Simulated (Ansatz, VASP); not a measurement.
## Two plane-wave programs on TiAl3

```
Ti Al
1.0
     5.56919    0.00000    0.00000
    -2.78460    4.82306    0.00000
     0.00000    0.00000    4.73167
Ti Al
2 6
Direct
  0.33333 0.66667 0.25000
  0.66667 0.33333 0.75000
  0.66745 0.83373 0.75000
  0.83373 0.16627 0.25000
  0.16627 0.33255 0.75000
  0.16627 0.83373 0.75000
  0.33255 0.16627 0.25000
  0.83373 0.66745 0.25000
```

Alike in both runs: functional PBE; k mesh 6 × 6 × 8; occupations gaussian, width 0.1 eV; no spin polarisation.

Ansatz relaxed the structure, and its values are those at the end. VASP's run is a single point on that final structure, the one shown.

|  | VASP | Ansatz |
| --- | --- | --- |
| version | VASP 6.6.1 | Ansatz 0.2.0 |
| potentials or method | VASP PAW PBE potentials, release 64 (Ti_sv, Al), cutoff 520 eV | scalar-relativistic, plane waves, PAW |
| valence electrons in the cell | 42 | 42 |

|  | VASP | Ansatz | Ansatz less VASP |
| --- | --- | --- | --- |
| gap on the k mesh at the Fermi level (eV) | none | none | - |
| pressure (GPa) | 0.0 | 0.0 | +0.03 |

A gap of «none» marks a metal or a gap that the smearing closes. With one functional, cell and mesh, what is left measures potentials, basis and numerics.
